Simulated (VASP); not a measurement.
# Sn (Fd-3m) in VASP: further runs

Sn is run at these levels: LDA; tasks: single point.

Everything below comes from runs of VASP 6.6.1. Logs are shortened: lines on timing, memory, paths and dates and some standing lists are left out, and cuts for length are marked.

## (1) The cell of the first run

Symmetry: Fd-3m, No. 227, cubic system. Conventional cell: a = 6.316 Å, b = 6.316 Å, c = 6.316 Å, α = 90.00°, β = 90.00°, γ = 90.00°. Within 3.6 Å of Sn (site symmetry -43m) lie 4 Sn at 2.73 Å.

## (2) Single point, LDA

File INCAR:

```
SYSTEM = Sn
PREC = Accurate
ENCUT = 520
EDIFF = 1E-6
ISMEAR = -1
SIGMA = 0.1
LREAL = .FALSE.
LASPH = .TRUE.
NELM = 60
ALGO = Normal
ISIF = 2
LWAVE = .FALSE.
LCHARG = .TRUE.
GGA = CA
LELF = .TRUE.
LVHAR = .TRUE.
NBANDS = 21
```

File KPOINTS:

```
regular mesh
0
G
  14 14 14
  0 0 0
```

File POSCAR:

```
Sn
1.0
    0.0000000000      3.1577565359      3.1577565359
    3.1577565359      0.0000000000      3.1577565359
    3.1577565359      3.1577565359      0.0000000000
Sn
2
Direct
    0.5000000000      0.5000000000      0.5000000000
    0.7500000000      0.7500000000      0.7500000000
```

Potentials or basis: VASP PAW LDA potentials, release 64 (Sn_d).

Started as:

```bash
cat potpaw_LDA.64/Sn_d/POTCAR > POTCAR
mpirun -np 1 vasp_std > vasp.out
```

OUTCAR:

```text
SYSTEM = Sn
   PREC = Accurate
   ENCUT = 520
   EDIFF = 1E-6
   ISMEAR = -1
   LREAL = .FALSE.
   LASPH = .TRUE.
   NELM = 60
   ISIF = 2
   GGA = CA

 ion  position               nearest neighbor table
   1  0.500  0.500  0.500-   2 2.73   2 2.73   2 2.73   2 2.73
   2  0.750  0.750  0.750-   1 2.73   1 2.73   1 2.73   1 2.73

  LATTYP: Found a face centered cubic cell.
 ALAT       =     6.3155130718

  Lattice vectors:

 A1 = (   0.0000000000,   3.1577565359,   3.1577565359)
 A2 = (   3.1577565359,   0.0000000000,   3.1577565359)
 A3 = (   3.1577565359,   3.1577565359,   0.0000000000)

Analysis of symmetry for initial positions (statically):
=====================================================================
 Subroutine PRICEL returns:
 Original cell was already a primitive cell.

 Routine SETGRP: Setting up the symmetry group for a
 face centered cubic supercell.

 Subroutine GETGRP returns: Found 48 space group operations
 (whereof 24 operations were pure point group operations)
 out of a pool of 48 trial point group operations.

The static configuration has the point symmetry T_d .
 The point group associated with its full space group is O_h .

Analysis of symmetry for dynamics (positions and initial velocities):
=====================================================================
 Subroutine PRICEL returns:
 Original cell was already a primitive cell.

 Routine SETGRP: Setting up the symmetry group for a
 face centered cubic supercell.

 Subroutine GETGRP returns: Found 48 space group operations
 (whereof 24 operations were pure point group operations)
 out of a pool of 48 trial point group operations.

The dynamic configuration has the point symmetry T_d .
 The point group associated with its full space group is O_h .

 Subroutine INISYM returns: Found 48 space group operations
 (whereof 24 operations are pure point group operations),
 and found     1 'primitive' translations

----------------------------------------------------------------------------------------

                                     Primitive cell

  volume of cell :      62.9747

  direct lattice vectors                    reciprocal lattice vectors
     0.000000000  3.157756536  3.157756536    -0.158340263  0.158340263  0.158340263
     3.157756536  0.000000000  3.157756536     0.158340263 -0.158340263  0.158340263
     3.157756536  3.157756536  0.000000000     0.158340263  0.158340263 -0.158340263

  length of vectors
     4.465742120  4.465742120  4.465742120     0.274253380  0.274253380  0.274253380

  position of ions in fractional coordinates (direct lattice)
     0.500000000  0.500000000  0.500000000
     0.750000000  0.750000000  0.750000000

  ion indices of the primitive-cell ions
   primitive index   ion index
                 1           1
                 2           2

----------------------------------------------------------------------------------------

 KPOINTS: regular mesh

Automatic generation of k-mesh.
 Grid dimensions read from file:
 generate k-points for:   14   14   14

 Generating k-lattice:

  Cartesian coordinates                     Fractional coordinates (reciprocal lattice)
    -0.011310019  0.011310019  0.011310019     0.071428571  0.000000000  0.000000000
     0.011310019 -0.011310019  0.011310019     0.000000000  0.071428571  0.000000000
     0.011310019  0.011310019 -0.011310019     0.000000000  0.000000000  0.071428571

  Length of vectors
     0.019589527  0.019589527  0.019589527

  Shift w.r.t. Gamma in fractional coordinates (k-lattice)
     0.000000000  0.000000000  0.000000000

 Subroutine IBZKPT returns following result:
 ===========================================

 Found    104 irreducible k-points:

 Following reciprocal coordinates:
            Coordinates               Weight
  0.000000  0.000000  0.000000      1.000000
  0.071429  0.000000  0.000000      8.000000
  0.142857  0.000000  0.000000      8.000000
  0.214286  0.000000  0.000000      8.000000
  0.285714  0.000000  0.000000      8.000000
  0.357143  0.000000  0.000000      8.000000
[... 16 lines left out ...]
  0.214286  0.142857  0.000000     24.000000
  0.285714  0.142857  0.000000     24.000000
 [... further k-points ...]
   k-points           NKPTS =    104   k-points in BZ     NKDIM =    104   number of bands    NBANDS=     21
   number of dos      NEDOS =    301   number of ions     NIONS =      2
   total plane-waves  NPLWV =  46656
   dimension x,y,z NGX =    36 NGY =   36 NGZ =   36
   dimension x,y,z NGXF=    72 NGYF=   72 NGZF=   72
   ions per type =               2
   NGX,Y,Z   is equivalent  to a cutoff of  13.40, 13.40, 13.40 a.u.
   NGXF,Y,Z  is equivalent  to a cutoff of  26.80, 26.80, 26.80 a.u.
 SYSTEM =  Sn
   PREC   = accura    normal or accurate (medium, high low for compatibility)
   ISTART =      0    job   : 0-new  1-cont  2-samecut
   ICHARG =      2    charge: 1-file 2-atom 10-const
   ISPIN  =      1    spin polarized calculation?
   LNONCOLLINEAR =      F non collinear calculations
   LSORBIT =      F    spin-orbit coupling
   LASPH  =      T    aspherical Exc in radial PAW
   ENCUT  =  520.0 eV  38.22 Ry    6.18 a.u.   8.30  8.30  8.30*2*pi/ulx,y,z
   NELM   =     60;   NELMIN=  2; NELMDL= -5     # of ELM steps
   EDIFF  = 0.1E-05   stopping-criterion for ELM
   LREAL  =      F    real-space projection
   EDIFFG = 0.1E-04   stopping-criterion for IOM
   NSW    =      0    number of steps for IOM
   IBRION =     -1    ionic relax: 0-MD 1-quasi-New 2-CG
   NFREE  =      0    steps in history (QN), initial steepest desc. (CG)
   ISIF   =      2    stress and relaxation
   ISYM   =      2    0-nonsym 1-usesym 2-fastsym
   POTIM  = 0.5000    time-step for ionic-motion
   TEBEG  =    0.0;   TEEND  =   0.0 temperature during run
   PSTRESS=    0.0 pullay stress
   NELECT =      28.0000    total number of electrons
   NUPDOWN=      -1.0000    fix difference up-down
   EMIN   =  10.00;   EMAX   =-10.00  energy-range for DOS
   EFERMI =   0.00;   METHOD = LEGACY
   ISMEAR =    -1;   SIGMA  =   0.10  broadening in eV -4-tet -1-fermi 0-gaus
   EFERMI_NEDOS =   21; number of points for ismear=-14 and -15
   IALGO  =     38    algorithm
   IMIX   =      4    mixing-type and parameters
     AMIX     =   0.40;   BMIX     =  1.00
     AMIX_MAG =   1.60;   BMIX_MAG =  1.00
  volume/ion in A,a.u.               =      31.49       212.49
  Fermi-wavevector in a.u.,A,eV,Ry     =   1.249507  2.361227 21.242354  1.561269
  Thomas-Fermi vector in A             =   2.383545
   LORBIT       =      0    0 simple, 1 ext, 2 COOP (PROOUT), +10 PAW based schemes
   GGA     = CA    functional components
   LHFCALC =     F    Hartree Fock is set to
   AEXX    =    0.0000 exact exchange contribution
   IVDW    =     0    specifies the selected vdW correction
   LEPSILON=     F    determine dielectric tensor
   LRPA    =     F    only Hartree local field effects (RPA)
 non-spin polarized calculation
  energy-cutoff  :      520.00
  volume of cell :       62.97
 maximum number of plane-waves:      1720
 NGX is ok and might be reduce to    36
   NGX = 17   NGY = 17   NGZ = 17

 number of electron      27.9999999 magnetization

 Free energy of the ion-electron system (eV)
  ---------------------------------------------------
  ext. energy  EPLUGINS =         0.00000000
  ---------------------------------------------------
  free energy    TOTEN  =        -8.88644161 eV

  energy without entropy =       -8.88298072  energy(sigma->0) =       -8.88471116

 E-fermi :   6.3587     XC(G=0):  -9.5520

 val. band max:        6.3458182009   @ k =   0.5000   0.0000   0.0000
 cond. band min:       6.3620743195   @ k =   0.0000   0.0000   0.0000
 fundamental gap:      0.0162561186
 Fermi energy:         6.3587106589

 k-point     1 :       0.0000    0.0000    0.0000
  band No.  band energies     occupation
      1     -15.5267      2.00000
      2     -15.5267      2.00000
      3     -15.5267      2.00000
      4     -15.4529      2.00000
      5     -15.4529      2.00000
      6     -15.0662      2.00000
[... 13 lines left out ...]
     20      14.5216      0.00000
     21      14.5217      0.00000

 k-point     2 :       0.0714    0.0000    0.0000
  band No.  band energies     occupation
      1     -15.5322      2.00000
      2     -15.5322      2.00000
      3     -15.5252      2.00000
      4     -15.4455      2.00000
      5     -15.4455      2.00000
      6     -15.0771      2.00000
[... 13 lines left out ...]
     20      13.8435      0.00000
     21      13.8435      0.00000

 k-point     3 :       0.1429    0.0000    0.0000
  band No.  band energies     occupation
      1     -15.5434      2.00000
      2     -15.5434      2.00000
      3     -15.5209      2.00000
      4     -15.4288      2.00000
      5     -15.4288      2.00000
      6     -15.0940      2.00000
[... 13 lines left out ...]
     20      13.3627      0.00000
     21      13.3627      0.00000

 k-point     4 :       0.2143    0.0000    0.0000
  band No.  band energies     occupation
      1     -15.5543      2.00000
      2     -15.5543      2.00000
      3     -15.5147      2.00000
      4     -15.4106      2.00000
      5     -15.4106      2.00000
      6     -15.1095      2.00000
[... 13 lines left out ...]
     20      13.1924      0.00000
     21      13.1924      0.00000

 k-point     5 :       0.2857    0.0000    0.0000
  band No.  band energies     occupation
      1     -15.5626      2.00000
      2     -15.5626      2.00000
      3     -15.5077      2.00000
      4     -15.3951      2.00000
      5     -15.3951      2.00000
      6     -15.1214      2.00000
[... 13 lines left out ...]
     20      13.4043      0.00000
     21      13.4043      0.00000
[... 382 lines left out ...]
     20      13.2220      0.00000
     21      13.5489      0.00000

 k-point    22 :       0.1429    0.1429    0.0000
  band No.  band energies     occupation
      1     -15.5402      2.00000
      2     -15.5402      2.00000
      3     -15.5388      2.00000
      4     -15.4323      2.00000
      5     -15.4024      2.00000
      6     -15.1436      2.00000
[... 13 lines left out ...]
     20      12.5294      0.00000
     21      14.7508      0.00000

 k-point    23 :       0.2143    0.1429    0.0000
  band No.  band energies     occupation
      1     -15.5554      2.00000
      2     -15.5481      2.00000
      3     -15.5294      2.00000
      4     -15.4188      2.00000
      5     -15.3809      2.00000
      6     -15.1679      2.00000
[... 13 lines left out ...]
     20      13.1919      0.00000
     21      14.4886      0.00000

 k-point    24 :       0.2857    0.1429    0.0000
  band No.  band energies     occupation
      1     -15.5705      2.00000
      2     -15.5571      2.00000
      3     -15.5148      2.00000
      4     -15.4022      2.00000
      5     -15.3614      2.00000
      6     -15.1865      2.00000
[... 13 lines left out ...]
     20      13.7009      0.00000
     21      14.4511      0.00000

 [... further k-points ...]
[... 5 lines left out ...]
  --------------------------------------------------------------------------------------
  -------------------------------------------------------------------------------------
  Total        1.5953651      1.5953651      1.5953651     -0.0000000      0.0000000     -0.0000000
  in kB       40.5886618     40.5886618     40.5886618     -0.0000000      0.0000000     -0.0000000
  external PRESSURE =      40.5886618 kB  Pullay stress =       0.0000000 kB

 VOLUME and BASIS-vectors are now :
 -----------------------------------------------------------------------------
  energy-cutoff  :      520.00
  volume of cell :       62.97
      direct lattice vectors                 reciprocal lattice vectors
     0.000000000  3.157756536  3.157756536    -0.158340263  0.158340263  0.158340263
     3.157756536  0.000000000  3.157756536     0.158340263 -0.158340263  0.158340263
     3.157756536  3.157756536  0.000000000     0.158340263  0.158340263 -0.158340263

 POSITION                                       TOTAL-FORCE (eV/Angst)
 -----------------------------------------------------------------------------------
      3.15776      3.15776      3.15776        -0.000000     -0.000000     -0.000000
      4.73663      4.73663      4.73663         0.000000      0.000000      0.000000
 -----------------------------------------------------------------------------------
    total drift:                                0.000000      0.000000      0.000000

  FREE ENERGIE OF THE ION-ELECTRON SYSTEM (eV)
  ---------------------------------------------------
  free  energy   TOTEN  =        -8.8864416123 eV

  energy  without entropy=       -8.8829807176  energy(sigma->0) =       -8.88471116
```

Wall time 89 s (1 thread of Intel Xeon Platinum 8259CL at 2.50GHz (Skylake/Cascade Lake), shared host); peak memory 0.24 GiB.

Results:

| Quantity | Value |
| --- | --- |
| Free energy | -8.8864 eV |
| Pressure | 4.1 GPa |
| Band gap on the k mesh | zero (band 14 reaches 6.36 eV, above the bottom of band 15 at 6.35 eV) |

Levels at points of the mesh, in eV from the Fermi level:
```csv
k point,band 12,band 13,band 14,band 15,band 16,band 17
"(0.00, 0.00, 0.00)",-0.30,0.00,0.00,0.00,2.07,2.07
"(0.50, 0.00, 0.00)",-6.76,-1.33,-1.33,-0.01,3.17,3.17
"(0.50, 0.50, 0.00)",-7.94,-2.83,-2.83,0.58,0.58,8.10
```

Caveat: spin-orbit coupling is left out, which moves the levels of the heavy elements.

(Part 1 of 2 ends here.)
